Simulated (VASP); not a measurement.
Write the native input for VASP 6.6.1 that does the following.

| Property | Result |
| --- | --- |
| Task | single point |
| Functional | PBE |
| Potentials or basis | VASP PAW PBE potentials, release 64 (B, As) |
| Cutoff | 500 eV |
| k mesh | 4 × 4 × 4 |
| Occupations | gaussian, width 0.2 eV |
| Spin | no spin polarisation |
| Dipole correction | no |
| Further INCAR settings | ALGO = Normal; EDIFF = 1e-06; NBANDS = 24 |

The structure of B3As4 lies in POSCAR:

```
B3As4
1.0
    6.1746702798      0.0000000000      0.0000000000
   -3.0873351399      5.3474213223      0.0000000000
    0.0000000000      0.0000000000      4.6917102978
B As
3 4
Direct
    0.6666666667      0.3333333333      0.6717777850
    0.6666666667      0.3333333333      0.3282222150
    0.6666666667      0.3333333333      0.0000000000
    0.8537262814      0.1462737186      0.5000000000
    0.8537262814      0.7074525628      0.5000000000
    0.2925474372      0.1462737186      0.5000000000
    0.3333333333      0.6666666667      0.0000000000
```

The cell was generated, and may not be a known phase.

These files were run (other wordings do the same):

INCAR

```
  PREC = Accurate
  ENCUT = 500
  EDIFF = 1E-6
  ISMEAR = 0
  SIGMA = 0.2
  LREAL = False
  LASPH = True
  NELM = 120
  ALGO = Normal
  ISIF = 2
  LWAVE = False
  LCHARG = False
  GGA = PE
  NBANDS = 24
  GGA_COMPAT = False
```

KPOINTS

```
Automatic mesh
0
Gamma
  4 4 4
```

Potentials or basis: VASP PAW PBE potentials, release 64 (B, As).

Run with:

```sh
$ cat potpaw_PBE.64/B/POTCAR potpaw_PBE.64/As/POTCAR > POTCAR
$ mpirun -np 1 vasp_std > vasp.out
```

Results of the run:

| Property | Result |
| --- | --- |
| Pressure | 0.5 GPa |
| Largest force | 0.041 eV/Å |
| Band gap on the k mesh | zero (an odd number of electrons rules out a gap without spin polarisation) |

It took 37 s on 1 thread of Intel(R) Xeon(R) Platinum 8375C CPU @ 2.90GHz (Ice Lake) (shared host), peak memory 0.27 GiB.
